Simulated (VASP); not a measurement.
# Pt3F in VASP: notebook

Runs on Pt3F. Level: LDA. Tasks: single point.

Everything below comes from runs of VASP 6.6.1. Logs are shortened: lines on timing, memory, paths and dates and some standing lists are left out, and cuts for length are marked.

## 1. The cell of the first run

The cell holds a slab with vacuum, 4 atoms: a = 2.753 Å, b = 2.753 Å, c = 20.772 Å, α = 90.00°, β = 90.00°, γ = 90.00°.

## 2. Single point, LDA, collinear spin

Input file INCAR:

```
SYSTEM = Pt3F
PREC = Accurate
ENCUT = 520
EDIFF = 1E-6
ISMEAR = 0
SIGMA = 0.1
LREAL = .FALSE.
LASPH = .TRUE.
NELM = 150
ALGO = Normal
ISIF = 2
LWAVE = .FALSE.
LCHARG = .TRUE.
ISPIN = 2
MAGMOM = 0 0 0 1
LORBIT = 11
LMAXMIX = 4
LDIPOL = .TRUE.
IDIPOL = 3
DIPOL = 0.5 0.5 0.331
LELF = .TRUE.
LVHAR = .TRUE.
LVACPOTAV = .TRUE.
NBANDS = 30
```

Input file KPOINTS:

```
regular mesh
0
G
  10 10 1
  0 0 0
```

Input file POSCAR:

```
Pt3F
1.0
    2.7531447025      0.0000000000      0.0000000000
    0.0000000000      2.7531447025      0.0000000000
    0.0000000000      0.0000000000     20.7717313221
Pt F
3 1
Direct
    0.5000000000      0.5000000000      0.1925694078
    0.0000000000      0.0000000000      0.2833832765
    0.5000000000      0.5000000000      0.3741494246
    0.5000000000      0.5000000000      0.4747669402
```

Potentials or basis: VASP PAW LDA potentials, release 64 (Pt, F).

Command:

```
$ cat potpaw_LDA.64/Pt/POTCAR potpaw_LDA.64/F/POTCAR > POTCAR
$ mpirun -np 1 vasp_std > vasp.out
```

OUTCAR:

```text
SYSTEM = Pt3F
   PREC = Accurate
   ENCUT = 520
   EDIFF = 1E-6
   ISMEAR = 0
   LREAL = .FALSE.
   LASPH = .TRUE.
   NELM = 150
   ISIF = 2
   ISPIN = 2
   LORBIT = 11

 ion  position               nearest neighbor table
   1  0.500  0.500  0.193-   2 2.71   2 2.71   2 2.71   2 2.71
   2  0.000  0.000  0.283-   3 2.71   3 2.71   3 2.71   3 2.71   1 2.71   1 2.71   1 2.71   1 2.71

   3  0.500  0.500  0.374-   4 2.09   2 2.71   2 2.71   2 2.71   2 2.71
   4  0.500  0.500  0.475-   3 2.09

  LATTYP: Found a simple tetragonal cell.
 ALAT       =     2.7531447025
 C/A-ratio  =     7.5447292339

  Lattice vectors:

 A1 = (   2.7531447025,   0.0000000000,   0.0000000000)
 A2 = (   0.0000000000,   2.7531447025,   0.0000000000)
 A3 = (   0.0000000000,   0.0000000000,  20.7717313221)

Analysis of symmetry for initial positions (statically):
=====================================================================
 Subroutine PRICEL returns:
 Original cell was already a primitive cell.

 Routine SETGRP: Setting up the symmetry group for a
 simple tetragonal supercell.

 Subroutine GETGRP returns: Found  8 space group operations
 (whereof  8 operations were pure point group operations)
 out of a pool of 16 trial point group operations.

The static configuration has the point symmetry C_4v.

Analysis of symmetry for dynamics (positions and initial velocities):
=====================================================================
 Subroutine PRICEL returns:
 Original cell was already a primitive cell.

 Routine SETGRP: Setting up the symmetry group for a
 simple tetragonal supercell.

 Subroutine GETGRP returns: Found  8 space group operations
 (whereof  8 operations were pure point group operations)
 out of a pool of 16 trial point group operations.

The dynamic configuration has the point symmetry C_4v.

Analysis of structural, dynamic, and magnetic symmetry:
=====================================================================
 Subroutine PRICEL returns:
 Original cell was already a primitive cell.

 Routine SETGRP: Setting up the symmetry group for a
 simple tetragonal supercell.

 Subroutine GETGRP returns: Found  8 space group operations
 (whereof  8 operations were pure point group operations)
 out of a pool of 16 trial point group operations.

The overall configuration has the point symmetry C_4v.

 Subroutine INISYM returns: Found  8 space group operations
 (whereof  8 operations are pure point group operations),
 and found     1 'primitive' translations

----------------------------------------------------------------------------------------

                                     Primitive cell

  volume of cell :     157.4457

  direct lattice vectors                    reciprocal lattice vectors
     2.753144703  0.000000000  0.000000000     0.363221010  0.000000000  0.000000000
     0.000000000  2.753144703  0.000000000     0.000000000  0.363221010  0.000000000
     0.000000000  0.000000000 20.771731322     0.000000000  0.000000000  0.048142352

  length of vectors
     2.753144703  2.753144703 20.771731322     0.363221010  0.363221010  0.048142352

  position of ions in fractional coordinates (direct lattice)
     0.500000000  0.500000000  0.192569408
     0.000000000  0.000000000  0.283383276
     0.500000000  0.500000000  0.374149425
     0.500000000  0.500000000  0.474766940

  ion indices of the primitive-cell ions
   primitive index   ion index
                 1           1
                 2           2
                 3           3
                 4           4

----------------------------------------------------------------------------------------

 KPOINTS: regular mesh

Automatic generation of k-mesh.
 Grid dimensions read from file:
 generate k-points for:   10   10    1

 Generating k-lattice:

  Cartesian coordinates                     Fractional coordinates (reciprocal lattice)
     0.036322101  0.000000000  0.000000000     0.100000000  0.000000000  0.000000000
     0.000000000  0.036322101  0.000000000     0.000000000  0.100000000  0.000000000
     0.000000000  0.000000000  0.048142352     0.000000000  0.000000000  1.000000000

  Length of vectors
     0.036322101  0.036322101  0.048142352

  Shift w.r.t. Gamma in fractional coordinates (k-lattice)
     0.000000000  0.000000000  0.000000000

 Subroutine IBZKPT returns following result:
 ===========================================

 Found     21 irreducible k-points:

 Following reciprocal coordinates:
            Coordinates               Weight
  0.000000  0.000000  0.000000      1.000000
  0.100000  0.000000  0.000000      4.000000
  0.200000  0.000000  0.000000      4.000000
  0.300000  0.000000  0.000000      4.000000
  0.400000  0.000000  0.000000      4.000000
  0.500000  0.000000  0.000000      2.000000
[... 13 lines left out ...]
  0.500000  0.400000  0.000000      4.000000
  0.500000  0.500000  0.000000      1.000000
   k-points           NKPTS =     21   k-points in BZ     NKDIM =     21   number of bands    NBANDS=     30
   number of dos      NEDOS =    301   number of ions     NIONS =      4
   total plane-waves  NPLWV =  64000
   dimension x,y,z NGX =    20 NGY =   20 NGZ =  160
   dimension x,y,z NGXF=    40 NGYF=   40 NGZF=  320
   ions per type =               3   1
   NGX,Y,Z   is equivalent  to a cutoff of  12.08, 12.08, 12.81 a.u.
   NGXF,Y,Z  is equivalent  to a cutoff of  24.15, 24.15, 25.61 a.u.
 SYSTEM =  Pt3F
   PREC   = accura    normal or accurate (medium, high low for compatibility)
   ISTART =      0    job   : 0-new  1-cont  2-samecut
   ICHARG =      2    charge: 1-file 2-atom 10-const
   ISPIN  =      2    spin polarized calculation?
   LNONCOLLINEAR =      F non collinear calculations
   LSORBIT =      F    spin-orbit coupling
   LASPH  =      T    aspherical Exc in radial PAW
   ENCUT  =  520.0 eV  38.22 Ry    6.18 a.u.   5.12  5.12 38.62*2*pi/ulx,y,z
   NELM   =    150;   NELMIN=  2; NELMDL= -5     # of ELM steps
   EDIFF  = 0.1E-05   stopping-criterion for ELM
   LREAL  =      F    real-space projection
   EDIFFG = 0.1E-04   stopping-criterion for IOM
   NSW    =      0    number of steps for IOM
   IBRION =     -1    ionic relax: 0-MD 1-quasi-New 2-CG
   NFREE  =      0    steps in history (QN), initial steepest desc. (CG)
   ISIF   =      2    stress and relaxation
   ISYM   =      2    0-nonsym 1-usesym 2-fastsym
   POTIM  = 0.5000    time-step for ionic-motion
   TEBEG  =    0.0;   TEEND  =   0.0 temperature during run
   PSTRESS=    0.0 pullay stress
   NELECT =      37.0000    total number of electrons
   NUPDOWN=      -1.0000    fix difference up-down
   EMIN   =  10.00;   EMAX   =-10.00  energy-range for DOS
   EFERMI =   0.00;   METHOD = LEGACY
   ISMEAR =     0;   SIGMA  =   0.10  broadening in eV -4-tet -1-fermi 0-gaus
   EFERMI_NEDOS =   21; number of points for ismear=-14 and -15
   IALGO  =     38    algorithm
   IMIX   =      4    mixing-type and parameters
     AMIX     =   0.40;   BMIX     =  1.00
     AMIX_MAG =   1.60;   BMIX_MAG =  1.00
  volume/ion in A,a.u.               =      39.36       265.62
  Fermi-wavevector in a.u.,A,eV,Ry     =   1.010257  1.909109 13.886364  1.020619
  Thomas-Fermi vector in A             =   2.143235
   LORBIT       =     11    0 simple, 1 ext, 2 COOP (PROOUT), +10 PAW based schemes
   GGA     = CA    functional components
   LHFCALC =     F    Hartree Fock is set to
   AEXX    =    0.0000 exact exchange contribution
   IVDW    =     0    specifies the selected vdW correction
   LEPSILON=     F    determine dielectric tensor
   LRPA    =     F    only Hartree local field effects (RPA)
 spin polarized calculation
 Gauss-broadening in eV      SIGMA  =   0.10
  energy-cutoff  :      520.00
  volume of cell :      157.45
 maximum number of plane-waves:      4280
   NGX = 11   NGY = 11   NGZ = 77

 dipolmoment           0.000000      0.000000     -0.144740 electrons x Angstroem

 number of electron      37.0000011 magnetization       0.0000768

 dipolmoment           0.000000      0.000000      0.166639 electrons x Angstroem

 Free energy of the ion-electron system (eV)
  ---------------------------------------------------
  ext. energy  EPLUGINS =         0.00000000
  ---------------------------------------------------
  free energy    TOTEN  =       -23.94121554 eV

  energy without entropy =      -23.90167043  energy(sigma->0) =      -23.92144298

 E-fermi :  -2.1369     XC(G=0):  -5.4284

 val. band max:       -2.1498516078   @ k =   0.3000   0.3000   0.0000
 cond. band min:      -2.1349436696   @ k =   0.0000   0.0000   0.0000
 fundamental gap:      0.0149079382
 Fermi energy:        -2.1369224454

 spin component 1

 k-point     1 :       0.0000    0.0000    0.0000
  band No.  band energies     occupation
      1     -22.7432      1.00000
      2     -11.7625      1.00000
      3      -9.1745      1.00000
      4      -9.0263      1.00000
      5      -8.8035      1.00000
      6      -7.3773      1.00000
[... 682 lines left out ...]
     29       9.6082      0.00000
     30       9.7573      0.00000
 Fermi energy:        -2.1369224454

 spin component 2

 k-point     1 :       0.0000    0.0000    0.0000
  band No.  band energies     occupation
      1     -22.7432      1.00000
      2     -11.7625      1.00000
      3      -9.1745      1.00000
      4      -9.0262      1.00000
      5      -8.8035      1.00000
      6      -7.3773      1.00000
[... 682 lines left out ...]
     29       9.6082      0.00000
     30       9.7574      0.00000

------------------------ aborting loop because EDIFF is reached ----------------------------------------

  FORCE on cell =-STRESS in cart. coord.  units (eV):
  Direction    XX          YY          ZZ          XY          YZ          ZX
  --------------------------------------------------------------------------------------
  -------------------------------------------------------------------------------------
  Total       -2.6249436     -2.6249436     -5.5380983      0.0000000      0.0000000      0.0000000
  in kB      -26.7115930    -26.7115930    -56.3560399      0.0000000      0.0000000      0.0000000
  external PRESSURE =     -36.5930753 kB  Pullay stress =       0.0000000 kB

 VOLUME and BASIS-vectors are now :
 -----------------------------------------------------------------------------
  energy-cutoff  :      520.00
  volume of cell :      157.45
      direct lattice vectors                 reciprocal lattice vectors
     2.753144703  0.000000000  0.000000000     0.363221010  0.000000000  0.000000000
     0.000000000  2.753144703  0.000000000     0.000000000  0.363221010  0.000000000
     0.000000000  0.000000000 20.771731322     0.000000000  0.000000000  0.048142352

 POSITION                                       TOTAL-FORCE (eV/Angst)
 -----------------------------------------------------------------------------------
      1.37657      1.37657      4.00000        -0.000000      0.000000     -0.048024
      0.00000      0.00000      5.88636         0.000000      0.000000     -0.368932
      1.37657      1.37657      7.77173         0.000000      0.000000      3.457729
      1.37657      1.37657      9.86173         0.000000      0.000000     -3.040773
 -----------------------------------------------------------------------------------
    total drift:                                0.000000      0.000000      0.000239

  FREE ENERGIE OF THE ION-ELECTRON SYSTEM (eV)
  ---------------------------------------------------
  free  energy   TOTEN  =       -23.9412155403 eV

  energy  without entropy=      -23.9016704272  energy(sigma->0) =      -23.92144298

 vacuum level on the upper side and lower side of the slab         7.792         3.813

 total charge

# of ion       s       p       d       tot
------------------------------------------
    1        0.644   0.452   8.061   9.158
    2        0.657   0.671   8.072   9.401
    3        0.632   0.551   7.929   9.112
    4        1.745   4.142   0.000   5.888
--------------------------------------------------
tot          3.679   5.816  24.063  33.558

 magnetization (x)

# of ion       s       p       d       tot
------------------------------------------
    1        0.000   0.000  -0.000   0.000
    2        0.000   0.000  -0.000   0.000
    3        0.000   0.000   0.000   0.000
    4        0.000   0.000   0.000   0.000
--------------------------------------------------
tot          0.000   0.000   0.000   0.000
```

Run time: 2.4 min. Hardware: 1 thread of Intel Xeon 6975P-C (Granite Rapids), shared host; peak memory 0.31 GiB.

Results:

```
Free energy                                           : -23.9412 eV
Largest force                                         : 3.458 eV/Å
Net moment                                            : 0.00 μB per cell
Valence electrons inside the program's atomic spheres : Pt 9.16, 9.40, 9.11; F 5.89
```

Forces on the atoms (eV/Å):
```
Pt   0.000  0.000 -0.048
Pt   0.000  0.000 -0.369
Pt   0.000  0.000  3.458
F    0.000  0.000 -3.041
```

Caveat: spin-orbit coupling is left out, which moves the levels of the heavy elements.

## 3. Single point, LDA, collinear spin

Input file INCAR:

```
PREC = Accurate ; ENCUT = 520
EDIFF = 1E-6 ; ISMEAR = 0
SIGMA = 0.1 ; LREAL = F
LASPH = T ; NELM = 150
ALGO = Normal ; ISIF = 2
LWAVE = F ; LCHARG = F
ISPIN = 2 ; MAGMOM = 0 0 0 1
LORBIT = 11 ; LMAXMIX = 4
LDIPOL = T ; IDIPOL = 3
DIPOL = 0.5 0.5 0.342 ; GGA = CA
NBANDS = 30
```

Input file KPOINTS:

```
Automatic mesh
0
Gamma
  10 10 1
```

Changes to POSCAR since step 2:

```diff
@@ -11,2 +11,2 @@
     0.5000000000      0.5000000000      0.3741494246
-    0.5000000000      0.5000000000      0.4747669402
+    0.5000000000      0.5000000000      0.5180950569
```

Potentials or basis: VASP PAW LDA potentials, release 64 (Pt, F).

Command:

```
$ cat potpaw_LDA.64/Pt/POTCAR potpaw_LDA.64/F/POTCAR > POTCAR
$ mpirun -np 1 vasp_std > vasp.out
```

It took 2.9 min on 1 thread of Intel Xeon 6975P-C (Granite Rapids), shared host; peak memory 0.31 GiB.

It converged, with:

| Quantity | Value |
| --- | --- |
| Free energy | -21.7133 eV |
| Largest force | 1.317 eV/Å |
| Net moment | 0.01 μB per cell |
| Valence electrons inside the program's atomic spheres | Pt 9.15, 9.38, 9.08; F 5.77 |

Forces on the atoms (eV/Å):
```
Pt   0.000  0.000  0.007
Pt   0.000  0.000 -0.142
Pt   0.000  0.000  1.317
F    0.000  0.000 -1.182
```

Levels at points of the mesh, in eV from the Fermi level:
Spin up:
```
           k point  band 15  band 16  band 17  band 18  band 19  band 20  band 21  band 22
(0.00, 0.00, 0.00)    -1.18    -0.39     0.01     0.01     0.12     0.17     0.17     0.35
(0.50, 0.00, 0.00)    -0.94    -0.31    -0.17     0.04     0.18     0.73     1.86     1.87
(0.50, 0.50, 0.00)    -0.54     0.07     0.37     0.91     0.92     3.71     3.71     7.71
```
Spin down:
```csv
k point,band 16,band 17,band 18,band 19,band 20,band 21
"(0.00, 0.00, 0.00)",-0.39,0.01,0.01,0.12,0.17,0.17
"(0.50, 0.00, 0.00)",-0.31,-0.17,0.04,0.18,0.74,1.86
"(0.50, 0.50, 0.00)",0.07,0.37,0.91,0.92,3.71,3.71
```

Caveat: spin-orbit coupling is left out, which moves the levels of the heavy elements.
